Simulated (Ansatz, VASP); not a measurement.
# SiSeF2: VASP beside Ansatz

```
Si Se F
1.0
     2.78558    0.00000    0.00000
    -1.39279    2.41238    0.00000
     0.00000    0.00000   10.24684
Si Se F
1 1 2
Cartesian
  0.0000 0.0000 0.0000
  0.0000 0.0000 5.1234
  0.0000 0.0000 8.6194
  0.0000 0.0000 1.6275
```

Alike in both runs: functional PBE; k mesh 6 × 6 × 4; occupations gaussian, width 0.1 eV; no spin polarisation.

Ansatz relaxed the structure, and its values are those at the end. VASP's run is a single point on that final structure, the one shown.

|  | VASP | Ansatz |
| --- | --- | --- |
| version | VASP 6.6.1 | Ansatz 0.2.0 |
| potentials or method | VASP PAW PBE potentials, release 64 (Si, Se, F), cutoff 520 eV | scalar-relativistic, plane waves, PAW |
| valence electrons in the cell | 24 | 34 |

```tsv
	VASP	Ansatz	Ansatz less VASP
gap on the k mesh at the Fermi level (eV)	none	none	-
pressure (GPa)	0.4	0.1	-0.35
rms of the force components (eV/Å)	0.096	0.004	-0.0923
```

A gap of «none» marks a metal or a gap that the smearing closes. The functional is the same, so the differences come from potentials, cutoffs and numerics. VASP's potentials hold 24 valence electrons a cell and Ansatz's 34, so a difference there can come from the potentials and not from the codes.

The k mesh is coarse, so the values compare programs but aren't converged.
